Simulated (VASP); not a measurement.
# K (Fm-3m) in VASP: a series of runs, part 2 of 2

VASP 6.6.1.

## 3. Single point, LDA

This run uses another cell than the first one, of 32.64 Å³/atom, 1.164 times its volume.

File INCAR:

```
SYSTEM = K
ALGO = Normal
EDIFF = 1E-6
ENCUT = 520
ISIF = 2
ISMEAR = -1
LASPH = .True.
LCHARG = .False.
LREAL = .False.
LWAVE = .False.
NBANDS = 10
NELM = 80
PREC = Accurate
SIGMA = 0.1
```

File KPOINTS:

```
k-points
0
Gamma
  18 18 18
  0 0 0
```

File POSCAR:

```
K
1.0
    0.0000000000      2.5364533467      2.5364533467
    2.5364533467      0.0000000000      2.5364533467
    2.5364533467      2.5364533467      0.0000000000
K
1
Direct
    0.0000000000      0.0000000000      0.0000000000
```

Potentials or basis: VASP PAW LDA potentials, release 64 (K_sv).

Run with:

```
$ cat potpaw_LDA.64/K_sv/POTCAR > POTCAR
$ mpirun -np 1 vasp_std > vasp.out
```

OUTCAR:

```text
SYSTEM = K
   EDIFF = 1E-6
   ENCUT = 520
   ISIF = 2
   ISMEAR = -1
   LASPH = .True.
   LREAL = .False.
   NELM = 80
   PREC = Accurate

 ion  position               nearest neighbor table
   1  0.000  0.000  0.000-

  LATTYP: Found a face centered cubic cell.
 ALAT       =     5.0729066934

  Lattice vectors:

 A1 = (   0.0000000000,   2.5364533467,   2.5364533467)
 A2 = (   2.5364533467,   0.0000000000,   2.5364533467)
 A3 = (   2.5364533467,   2.5364533467,   0.0000000000)

Analysis of symmetry for initial positions (statically):
=====================================================================
 Subroutine PRICEL returns:
 Original cell was already a primitive cell.

 Routine SETGRP: Setting up the symmetry group for a
 face centered cubic supercell.

 Subroutine GETGRP returns: Found 48 space group operations
 (whereof 48 operations were pure point group operations)
 out of a pool of 48 trial point group operations.

The static configuration has the point symmetry O_h .

Analysis of symmetry for dynamics (positions and initial velocities):
=====================================================================
 Subroutine PRICEL returns:
 Original cell was already a primitive cell.

 Routine SETGRP: Setting up the symmetry group for a
 face centered cubic supercell.

 Subroutine GETGRP returns: Found 48 space group operations
 (whereof 48 operations were pure point group operations)
 out of a pool of 48 trial point group operations.

The dynamic configuration has the point symmetry O_h .

 Subroutine INISYM returns: Found 48 space group operations
 (whereof 48 operations are pure point group operations),
 and found     1 'primitive' translations

----------------------------------------------------------------------------------------

                                     Primitive cell

  volume of cell :      32.6370

  direct lattice vectors                    reciprocal lattice vectors
     0.000000000  2.536453347  2.536453347    -0.197125644  0.197125644  0.197125644
     2.536453347  0.000000000  2.536453347     0.197125644 -0.197125644  0.197125644
     2.536453347  2.536453347  0.000000000     0.197125644  0.197125644 -0.197125644

  length of vectors
     3.587086723  3.587086723  3.587086723     0.341431631  0.341431631  0.341431631

  position of ions in fractional coordinates (direct lattice)
     0.000000000  0.000000000  0.000000000

  ion indices of the primitive-cell ions
   primitive index   ion index
                 1           1

----------------------------------------------------------------------------------------

 KPOINTS: k-points

Automatic generation of k-mesh.
 Grid dimensions read from file:
 generate k-points for:   18   18   18

 Generating k-lattice:

  Cartesian coordinates                     Fractional coordinates (reciprocal lattice)
    -0.010951425  0.010951425  0.010951425     0.055555556  0.000000000  0.000000000
     0.010951425 -0.010951425  0.010951425     0.000000000  0.055555556  0.000000000
     0.010951425  0.010951425 -0.010951425     0.000000000  0.000000000  0.055555556

  Length of vectors
     0.018968424  0.018968424  0.018968424

  Shift w.r.t. Gamma in fractional coordinates (k-lattice)
     0.000000000  0.000000000  0.000000000

 Subroutine IBZKPT returns following result:
 ===========================================

 Found    195 irreducible k-points:

 Following reciprocal coordinates:
            Coordinates               Weight
  0.000000  0.000000  0.000000      1.000000
  0.055556  0.000000  0.000000      8.000000
  0.111111  0.000000  0.000000      8.000000
  0.166667  0.000000  0.000000      8.000000
  0.222222  0.000000  0.000000      8.000000
  0.277778  0.000000  0.000000      8.000000
[... 16 lines left out ...]
 -0.277778  0.055556  0.000000     24.000000
 -0.222222  0.055556  0.000000     24.000000
 [... further k-points ...]
   k-points           NKPTS =    195   k-points in BZ     NKDIM =    195   number of bands    NBANDS=     10
   number of dos      NEDOS =    301   number of ions     NIONS =      1
   total plane-waves  NPLWV =  21952
   dimension x,y,z NGX =    28 NGY =   28 NGZ =   28
   dimension x,y,z NGXF=    56 NGYF=   56 NGZF=   56
   ions per type =               1
   NGX,Y,Z   is equivalent  to a cutoff of  12.98, 12.98, 12.98 a.u.
   NGXF,Y,Z  is equivalent  to a cutoff of  25.95, 25.95, 25.95 a.u.
 SYSTEM =  K
   PREC   = accura    normal or accurate (medium, high low for compatibility)
   ISTART =      0    job   : 0-new  1-cont  2-samecut
   ICHARG =      2    charge: 1-file 2-atom 10-const
   ISPIN  =      1    spin polarized calculation?
   LNONCOLLINEAR =      F non collinear calculations
   LSORBIT =      F    spin-orbit coupling
   LASPH  =      T    aspherical Exc in radial PAW
   ENCUT  =  520.0 eV  38.22 Ry    6.18 a.u.   6.67  6.67  6.67*2*pi/ulx,y,z
   NELM   =     80;   NELMIN=  2; NELMDL= -5     # of ELM steps
   EDIFF  = 0.1E-05   stopping-criterion for ELM
   LREAL  =      F    real-space projection
   EDIFFG = 0.1E-04   stopping-criterion for IOM
   NSW    =      0    number of steps for IOM
   IBRION =     -1    ionic relax: 0-MD 1-quasi-New 2-CG
   NFREE  =      0    steps in history (QN), initial steepest desc. (CG)
   ISIF   =      2    stress and relaxation
   ISYM   =      2    0-nonsym 1-usesym 2-fastsym
   POTIM  = 0.5000    time-step for ionic-motion
   TEBEG  =    0.0;   TEEND  =   0.0 temperature during run
   PSTRESS=    0.0 pullay stress
   NELECT =       9.0000    total number of electrons
   NUPDOWN=      -1.0000    fix difference up-down
   EMIN   =  10.00;   EMAX   =-10.00  energy-range for DOS
   EFERMI =   0.00;   METHOD = LEGACY
   ISMEAR =    -1;   SIGMA  =   0.10  broadening in eV -4-tet -1-fermi 0-gaus
   EFERMI_NEDOS =   21; number of points for ismear=-14 and -15
   IALGO  =     38    algorithm
   IMIX   =      4    mixing-type and parameters
     AMIX     =   0.40;   BMIX     =  1.00
     AMIX_MAG =   1.60;   BMIX_MAG =  1.00
  volume/ion in A,a.u.               =      32.64       220.25
  Fermi-wavevector in a.u.,A,eV,Ry     =   1.065579  2.013651 15.448838  1.135458
  Thomas-Fermi vector in A             =   2.201135
   LORBIT       =      0    0 simple, 1 ext, 2 COOP (PROOUT), +10 PAW based schemes
   GGA     = CA    functional components
   LHFCALC =     F    Hartree Fock is set to
   AEXX    =    0.0000 exact exchange contribution
   IVDW    =     0    specifies the selected vdW correction
   LEPSILON=     F    determine dielectric tensor
   LRPA    =     F    only Hartree local field effects (RPA)
 non-spin polarized calculation
  energy-cutoff  :      520.00
  volume of cell :       32.64
 maximum number of plane-waves:       901
   NGX = 13   NGY = 13   NGZ = 13

 number of electron       9.0000001 magnetization

 Free energy of the ion-electron system (eV)
  ---------------------------------------------------
  ext. energy  EPLUGINS =         0.00000000
  ---------------------------------------------------
  free energy    TOTEN  =        -0.57251367 eV

  energy without entropy =       -0.54283325  energy(sigma->0) =       -0.55767346

 E-fermi :   2.4199     XC(G=0):  -8.4218

 val. band max:        2.4060471287   @ k =   0.5000   0.3333   0.1667
 cond. band min:       2.4266051072   @ k =  -0.4444   0.5000   0.0556
 fundamental gap:      0.0205579785
 Fermi energy:         2.4198984981

 k-point     1 :       0.0000    0.0000    0.0000
  band No.  band energies     occupation
      1     -29.5085      2.00000
      2     -12.8265      2.00000
      3     -12.8265      2.00000
      4     -12.8265      2.00000
      5      -0.9492      2.00000
      6       6.8688      0.00000
      7       6.8688      0.00000
      8       6.8688      0.00000
      9       9.0265      0.00000
     10       9.0265      0.00000

 k-point     2 :       0.0556    0.0000    0.0000
  band No.  band energies     occupation
      1     -29.5047      2.00000
      2     -12.8557      2.00000
      3     -12.8296      2.00000
      4     -12.8296      2.00000
      5      -0.8700      2.00000
      6       6.7421      0.00000
      7       6.9051      0.00000
      8       6.9051      0.00000
      9       8.9680      0.00000
     10       8.9680      0.00000
[... 274 lines left out ...]
 k-point    24 :      -0.2222    0.0556    0.0000
  band No.  band energies     occupation
      1     -29.4452      2.00000
      2     -13.2635      2.00000
      3     -12.9036      2.00000
      4     -12.8655      2.00000
      5       0.4266      2.00000
      6       5.3576      0.00000
      7       6.9410      0.00000
      8       7.1606      0.00000
      9       8.5091      0.00000
     10       9.2078      0.00000

 [... further k-points ...]
[... 5 lines left out ...]
  --------------------------------------------------------------------------------------
  -------------------------------------------------------------------------------------
  Total        2.0461811      2.0461811      2.0461811     -0.0000000     -0.0000000      0.0000000
  in kB      100.4486326    100.4486326    100.4486326     -0.0000000     -0.0000000      0.0000000
  external PRESSURE =     100.4486326 kB  Pullay stress =       0.0000000 kB

 VOLUME and BASIS-vectors are now :
 -----------------------------------------------------------------------------
  energy-cutoff  :      520.00
  volume of cell :       32.64
      direct lattice vectors                 reciprocal lattice vectors
     0.000000000  2.536453347  2.536453347    -0.197125644  0.197125644  0.197125644
     2.536453347  0.000000000  2.536453347     0.197125644 -0.197125644  0.197125644
     2.536453347  2.536453347  0.000000000     0.197125644  0.197125644 -0.197125644

 POSITION                                       TOTAL-FORCE (eV/Angst)
 -----------------------------------------------------------------------------------
      0.00000      0.00000      0.00000         0.000000      0.000000      0.000000
 -----------------------------------------------------------------------------------
    total drift:                               -0.000000     -0.000000     -0.000000

  FREE ENERGIE OF THE ION-ELECTRON SYSTEM (eV)
  ---------------------------------------------------
  free  energy   TOTEN  =        -0.5725136718 eV

  energy  without entropy=       -0.5428332513  energy(sigma->0) =       -0.55767346
```

It took 37 s on 1 thread of Intel Xeon Platinum 8375C at 2.90GHz (Ice Lake), shared host; peak memory 0.18 GiB.

Results:

```
Free energy : -0.5725 eV
Pressure    : 10.0 GPa
```

## 4. Single point, LDA

This run uses another cell than the first one, of 36.66 Å³/atom, 1.308 times its volume.

File INCAR:

```
SYSTEM = K
ALGO = Normal ; EDIFF = 1E-7
ENCUT = 520 ; GGA = CA
ISIF = 2 ; ISMEAR = -1
LASPH = .TRUE. ; LCHARG = .TRUE.
LELF = .TRUE. ; LREAL = .FALSE.
LVHAR = .TRUE. ; LWAVE = .FALSE.
NBANDS = 10 ; NELM = 80
PREC = Accurate ; SIGMA = 0.1
```

File KPOINTS:

```
k-points
0
G
  18 18 18
  0 0 0
```

File POSCAR:

```
K
1.0
    0.0000000000      2.6367479285      2.6367479285
    2.6367479285      0.0000000000      2.6367479285
    2.6367479285      2.6367479285      0.0000000000
K
1
Direct
    0.0000000000      0.0000000000      0.0000000000
```

Potentials or basis: VASP PAW LDA potentials, release 64 (K_sv).

Run with:

```
$ cat potpaw_LDA.64/K_sv/POTCAR > POTCAR
$ mpirun -np 1 vasp_std > vasp.out
```

OUTCAR:

```text
SYSTEM = K
   EDIFF = 1E-7
   ENCUT = 520
   GGA = CA
   ISIF = 2
   ISMEAR = -1
   LASPH = .TRUE.
   LREAL = .FALSE.
   NELM = 80
   PREC = Accurate

 ion  position               nearest neighbor table
   1  0.000  0.000  0.000-

  LATTYP: Found a face centered cubic cell.
 ALAT       =     5.2734958570

  Lattice vectors:

 A1 = (   0.0000000000,   2.6367479285,   2.6367479285)
 A2 = (   2.6367479285,   0.0000000000,   2.6367479285)
 A3 = (   2.6367479285,   2.6367479285,   0.0000000000)

Analysis of symmetry for initial positions (statically):
=====================================================================
 Subroutine PRICEL returns:
 Original cell was already a primitive cell.

 Routine SETGRP: Setting up the symmetry group for a
 face centered cubic supercell.

 Subroutine GETGRP returns: Found 48 space group operations
 (whereof 48 operations were pure point group operations)
 out of a pool of 48 trial point group operations.

The static configuration has the point symmetry O_h .

Analysis of symmetry for dynamics (positions and initial velocities):
=====================================================================
 Subroutine PRICEL returns:
 Original cell was already a primitive cell.

 Routine SETGRP: Setting up the symmetry group for a
 face centered cubic supercell.

 Subroutine GETGRP returns: Found 48 space group operations
 (whereof 48 operations were pure point group operations)
 out of a pool of 48 trial point group operations.

The dynamic configuration has the point symmetry O_h .

 Subroutine INISYM returns: Found 48 space group operations
 (whereof 48 operations are pure point group operations),
 and found     1 'primitive' translations

----------------------------------------------------------------------------------------

                                     Primitive cell
[... 105 lines left out ...]
   EFERMI_NEDOS =   21; number of points for ismear=-14 and -15
   IALGO  =     38    algorithm
   IMIX   =      4    mixing-type and parameters
     AMIX     =   0.40;   BMIX     =  1.00
     AMIX_MAG =   1.60;   BMIX_MAG =  1.00
  volume/ion in A,a.u.               =      36.66       247.42
  Fermi-wavevector in a.u.,A,eV,Ry     =   1.025047  1.937058 14.295928  1.050721
  Thomas-Fermi vector in A             =   2.158866
   LORBIT       =      0    0 simple, 1 ext, 2 COOP (PROOUT), +10 PAW based schemes
   GGA     = CA    functional components
   LHFCALC =     F    Hartree Fock is set to
   AEXX    =    0.0000 exact exchange contribution
   IVDW    =     0    specifies the selected vdW correction
   LEPSILON=     F    determine dielectric tensor
   LRPA    =     F    only Hartree local field effects (RPA)
 non-spin polarized calculation
  energy-cutoff  :      520.00
  volume of cell :       36.66
 maximum number of plane-waves:      1004
   NGX = 13   NGY = 13   NGZ = 13

 number of electron       9.0000001 magnetization

 Free energy of the ion-electron system (eV)
  ---------------------------------------------------
  ext. energy  EPLUGINS =         0.00000000
  ---------------------------------------------------
  free energy    TOTEN  =        -0.78498143 eV

  energy without entropy =       -0.75925263  energy(sigma->0) =       -0.77211703

 E-fermi :   1.9016     XC(G=0):  -7.9948

 val. band max:        1.8912859407   @ k =   0.4444   0.3889   0.0000
 cond. band min:       1.9062801151   @ k =   0.5000   0.0000   0.0000
 fundamental gap:      0.0149941743
 Fermi energy:         1.9015973186

 k-point     1 :       0.0000    0.0000    0.0000
  band No.  band energies     occupation
      1     -29.9194      2.00000
      2     -13.3597      2.00000
      3     -13.3597      2.00000
      4     -13.3597      2.00000
      5      -1.3484      2.00000
      6       6.3394      0.00000
      7       6.3394      0.00000
      8       6.3394      0.00000
      9       8.3166      0.00000
     10       8.3166      0.00000
[... 287 lines left out ...]
 k-point    24 :      -0.2222    0.0556    0.0000
  band No.  band energies     occupation
      1     -29.8784      2.00000
      2     -13.6760      2.00000
      3     -13.4166      2.00000
      4     -13.3890      2.00000
      5      -0.1055      2.00000
      6       4.8498      0.00000
      7       6.3848      0.00000
      8       6.6047      0.00000
      9       7.8367      0.00000
     10       8.4705      0.00000

 [... further k-points ...]
[... 5 lines left out ...]
  --------------------------------------------------------------------------------------
  -------------------------------------------------------------------------------------
  Total        1.5953519      1.5953519      1.5953519      0.0000000      0.0000000      0.0000000
  in kB       69.7158049     69.7158049     69.7158049      0.0000000      0.0000000      0.0000000
  external PRESSURE =      69.7158049 kB  Pullay stress =       0.0000000 kB

 VOLUME and BASIS-vectors are now :
 -----------------------------------------------------------------------------
  energy-cutoff  :      520.00
  volume of cell :       36.66
      direct lattice vectors                 reciprocal lattice vectors
     0.000000000  2.636747929  2.636747929    -0.189627531  0.189627531  0.189627531
     2.636747929  0.000000000  2.636747929     0.189627531 -0.189627531  0.189627531
     2.636747929  2.636747929  0.000000000     0.189627531  0.189627531 -0.189627531

 POSITION                                       TOTAL-FORCE (eV/Angst)
 -----------------------------------------------------------------------------------
      0.00000      0.00000      0.00000         0.000000      0.000000      0.000000
 -----------------------------------------------------------------------------------
    total drift:                               -0.000000     -0.000000     -0.000000

  FREE ENERGIE OF THE ION-ELECTRON SYSTEM (eV)
  ---------------------------------------------------
  free  energy   TOTEN  =        -0.7849814285 eV

  energy  without entropy=       -0.7592526269  energy(sigma->0) =       -0.77211703
```

It took 40 s on 1 thread of Intel Xeon Platinum 8375C at 2.90GHz (Ice Lake), shared host; peak memory 0.19 GiB.

What came out:

| Item | Value |
| --- | --- |
| Free energy | -0.7850 eV |
| Pressure | 7.0 GPa |

Levels at points of the mesh, in eV from the Fermi level:
```csv
k point,band 1,band 2,band 3,band 4,band 5,band 6,band 7,band 8,band 9,band 10
"(0.00, 0.00, 0.00)",-31.82,-15.26,-15.26,-15.26,-3.25,4.44,4.44,4.44,6.42,6.42
"(0.50, 0.00, 0.00)",-31.74,-15.90,-15.34,-15.34,0.00,1.31,4.14,4.14,7.77,7.77
"(0.50, 0.50, 0.00)",-31.71,-15.85,-15.48,-15.48,0.15,1.64,2.80,7.78,8.12,8.15
```

## 5. Single point, LDA

This run uses another cell than the first one, of 42.48 Å³/atom, 1.516 times its volume.

File INCAR:

```
PREC = Accurate ; ENCUT = 520
EDIFF = 1E-6 ; ISMEAR = -1
SIGMA = 0.1 ; LREAL = F
LASPH = T ; NELM = 60
ALGO = Normal ; ISIF = 2
LWAVE = F ; LCHARG = F
GGA = CA ; NBANDS = 10
```

File KPOINTS:

```
regular mesh
0
Gamma
  18 18 18
```

File POSCAR:

```
K
1.0
    0.0000000000      2.7694324873      2.7694324873
    2.7694324873      0.0000000000      2.7694324873
    2.7694324873      2.7694324873      0.0000000000
K
1
Direct
    0.0000000000      0.0000000000      0.0000000000
```

Run with:

```
$ cat potpaw_LDA.64/K_sv/POTCAR > POTCAR
$ mpirun -np 1 vasp_std > vasp.out
```

It took 49 s on 1 thread of Intel Xeon Platinum 8375C at 2.90GHz (Ice Lake), shared host; peak memory 0.2 GiB.

The run converged. Its results:

```yaml
Free_energy: -0.9801 eV
Pressure: 4.0 GPa
```

Levels at points of the mesh, in eV from the Fermi level:
```
           k point  band 3  band 4  band 5  band 6  band 7  band 8
(0.00, 0.00, 0.00)  -15.27  -15.27   -3.04    4.42    4.42    4.42
(0.50, 0.00, 0.00)  -15.32  -15.32    0.11    1.04    4.15    4.15
(0.50, 0.50, 0.00)  -15.42  -15.42    0.41    1.87    2.35    7.27
```

## 6. The runs side by side

```tsv
cell	gap on the mesh (eV)	pressure (GPa)
a = 3.410 Å, angles 60.0°, 1 atom	none	15.0
a = 3.587 Å, angles 60.0°, 1 atom	none	10.0
a = 3.729 Å, angles 60.0°, 1 atom	none	7.0
a = 3.917 Å, angles 60.0°, 1 atom	none	4.0
```

Alike in all rows: task single point; level LDA; potentials or basis VASP PAW LDA potentials, release 64 (K_sv); no spin polarisation; k mesh 18 × 18 × 18; cutoff (eV) 520; smearing fermi-dirac 0.1 eV.

Absolute energies hang on the potentials; compare differences alone.
